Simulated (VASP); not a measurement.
**Ag: single point with PBE**

The system is Ag.

```
Ag
1.0
     0.00000    2.10200    2.01792
     2.10200    0.00000    2.01792
     2.10200    2.10200    0.00000
Ag
1
Cartesian
  0.0000 0.0000 0.0000
```

This cell differs from its parent crystal: ratio of the length along z to the lengths across it x 0.96, volume and fractional coordinates fixed.

```
Program             : VASP 6.6.1
Task                : single point
Functional          : PBE
Potentials or basis : VASP PAW PBE potentials, release 64 (Ag)
Cutoff              : 520 eV
k mesh              : 28 × 28 × 28
Occupations         : gaussian, width 0.15 eV
Spin                : no spin polarisation
```

* Pressure: 0.0 GPa

Stress tensor (GPa, compression positive):
```
-0.31  0.00  0.00
 0.00 -0.31  0.00
 0.00  0.00  0.66
```

Levels at points of the mesh, in eV from the Fermi level:
```csv
k point,band 3,band 4,band 5,band 6,band 7,band 8,band 9,band 10
"(0.00, 0.00, 0.00)",-4.77,-4.54,-3.87,-3.63,15.90,19.03,19.03,19.51
"(0.50, 0.00, 0.00)",-4.60,-3.06,-2.95,-0.32,3.32,15.00,16.90,17.97
"(0.50, 0.50, 0.00)",-3.04,-2.80,-2.80,2.07,7.02,9.92,9.92,16.14
"(0.50, 0.00, 0.50)",-3.04,-2.91,-2.74,1.38,6.03,10.63,10.67,16.84
```

Wall time 2.8 min on 1 thread of Intel(R) Xeon(R) Platinum 8488C (Sapphire Rapids), on a shared host, peak memory 0.44 GiB.
